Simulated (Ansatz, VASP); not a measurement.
# Al6O in VASP and in Ansatz

```
Al O
1.0
     2.83231    0.00000    0.00000
    -1.41615    2.45285    0.00000
     0.00000    0.00000   14.58107
Al O
6 1
Direct
  0.66667 0.33333 0.42034
  0.33333 0.66667 0.57966
  0.66667 0.33333 0.90147
  0.33333 0.66667 0.09853
  0.00000 0.00000 0.25795
  0.00000 0.00000 0.74205
  0.00000 0.00000 0.00000
```

Alike in both runs: functional PBE; k mesh 6 × 6 × 2; occupations gaussian, width 0.2 eV; no spin polarisation.

Ansatz relaxed the structure, and its values are those at the end. VASP's run is a single point on that final structure, the one shown.

|  | VASP | Ansatz |
| --- | --- | --- |
| version | VASP 6.6.1 | Ansatz 0.2.0 |
| potentials or method | VASP PAW PBE potentials, release 64 (Al, O), cutoff 520 eV | scalar-relativistic, plane waves, PAW |
| valence electrons in the cell | 24 | 24 |

VASP gave:

| Property | Result |
| --- | --- |
| gap on the k mesh at the Fermi level (eV) | none |
| pressure (GPa) | 0.3 |
| rms of the force components (eV/Å) | 0.017 |

**Question.** What did Ansatz give for the same quantities?

**Answer.** gap on the k mesh at the Fermi level (eV): none; pressure (GPa): 0.4; rms of the force components (eV/Å): 0.017.

A gap of «none» marks a metal or a gap that the smearing closes. With one functional, cell and mesh, what is left measures potentials, basis and numerics.

The k mesh is coarse, so the values compare programs but aren't converged.
